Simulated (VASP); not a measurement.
# ZnCu: single point with PBE

ZnCu:

```xyz
2
Lattice="2.9548 0.0000 0.0000 0.0000 2.9548 0.0000 0.0000 0.0000 2.9548" Properties=species:S:1:pos:R:3 pbc="T T T"
Zn    1.4774    1.4774    1.4774
Cu    0.0000    0.0000    0.0000
```

- Program: VASP 6.6.1
- Task: single point
- Functional: PBE
- Potentials or basis: VASP PAW PBE potentials, release 64 (Zn, Cu)
- Cutoff: 520 eV
- k mesh: 8 × 8 × 8
- Occupations: gaussian, width 0.1 eV
- Spin: no spin polarisation
- Dipole correction: no
- Further INCAR settings: ALGO = Normal; EDIFF = 1e-06; NBANDS = 18

```
Pressure : 1.9 GPa
```

Levels at points of the mesh, in eV from the Fermi level:
```tsv
k point	band 7	band 8	band 9	band 10	band 11	band 12	band 13	band 14	band 15	band 16
(0.00, 0.00, 0.00)	-3.30	-3.30	-2.46	-2.46	-2.46	6.43	6.43	6.43	11.43	11.43
(0.50, 0.00, 0.00)	-4.90	-3.41	-3.00	-3.00	-2.53	-1.75	11.86	11.86	12.50	12.50
(0.50, 0.50, 0.00)	-3.10	-2.61	-2.61	-2.23	-1.62	-1.62	1.96	2.31	14.06	15.68
(0.50, 0.50, 0.50)	-4.00	-4.00	-2.21	-2.21	4.02	4.56	4.56	4.56	4.72	4.72
```

Wall time 33 s on 1 thread of AMD EPYC 7R13, with other jobs on the host, peak memory 0.12 GiB.
